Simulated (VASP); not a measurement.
# Re: single point with PBE

The system is Re.

```
Re
1.0
    -1.53063    1.53063    1.53063
     1.53063   -1.53063    1.53063
     1.53063    1.53063   -1.53063
Re
1
Direct
  0.00000 0.00000 0.00000
```

This isn't the form of Re at room conditions, which is hcp.

```json
{"Program": "VASP 6.6.1", "Task": "single point", "Functional": "PBE", "Potentials or basis": "VASP PAW PBE potentials, release 64 (Re)", "Cutoff": "600 eV", "k mesh": "11 × 11 × 11", "Occupations": "methfessel-paxton, width 0.1 eV", "Spin": "no spin polarisation"}
```

```yaml
Pressure: 19.9 GPa
Band_gap_on_the_k_mesh: zero (an odd number of electrons rules out a gap without spin polarisation)
```

Levels at points of the mesh, in eV from the Fermi level:
| k point | band 1 | band 2 | band 3 | band 4 | band 5 | band 6 |
| --- | --- | --- | --- | --- | --- | --- |
| (0.00, 0.00, 0.00) | -11.05 | -2.88 | -2.88 | -2.88 | 0.72 | 0.72 |

It took 9.5 s on 1 thread of AMD EPYC 9R45 96-Core Processor (Zen 5), on a shared host, peak memory 0.11 GiB.

Caveat: the cell stands under pressure; spin-orbit coupling is left out, which moves the levels of the heavy elements.
